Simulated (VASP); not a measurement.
Write the native input for VASP 6.6.1 that does the following.

```yaml
Task: single point
Functional: LDA
Potentials_or_basis: VASP PAW LDA potentials, release 64 (Ba_sv, S)
Cutoff: 520 eV
k_mesh: 10 × 10 × 8
Occupations: gaussian, width 0.05 eV
Spin: no spin polarisation
Dipole_correction: no
Further_INCAR_settings: ALGO = Normal; EDIFF = 1e-06; NBANDS = 15
```

The structure of BaS lies in POSCAR:

```
BaS
1.0
    4.3652937922      0.0000000000      0.0000000000
   -2.1826468961      3.7804553190      0.0000000000
    0.0000000000      0.0000000000      3.9780699241
Ba S
1 1
Direct
    0.0000000000      0.0000000000      0.0000000000
    0.6666666667      0.3333333333      0.5000000000
```

One way to write it, as run:

INCAR

```
ALGO = Normal ; EDIFF = 1E-6
ENCUT = 520 ; ISIF = 2
ISMEAR = 0 ; LASPH = True
LCHARG = False ; LREAL = False
LWAVE = False ; NBANDS = 15
NELM = 80 ; PREC = Accurate
SIGMA = 0.05
```

KPOINTS

```
k-points
0
Gamma
  10 10 8
```

Potentials or basis: VASP PAW LDA potentials, release 64 (Ba_sv, S).

The run is started by

```sh
$ cat potpaw_LDA.64/Ba_sv/POTCAR potpaw_LDA.64/S/POTCAR > POTCAR
$ mpirun -np 1 vasp_std > vasp.out
```

It gave:

```
Pressure               : -2.6 GPa
Band gap on the k mesh : 1.75 eV
```

Caveat: spin-orbit coupling is left out, which moves the levels of the heavy elements.

Wall time 62 s on 1 thread of AMD EPYC 7R43 64-Core Processor (Zen 3), on a shared host, peak memory 0.17 GiB.
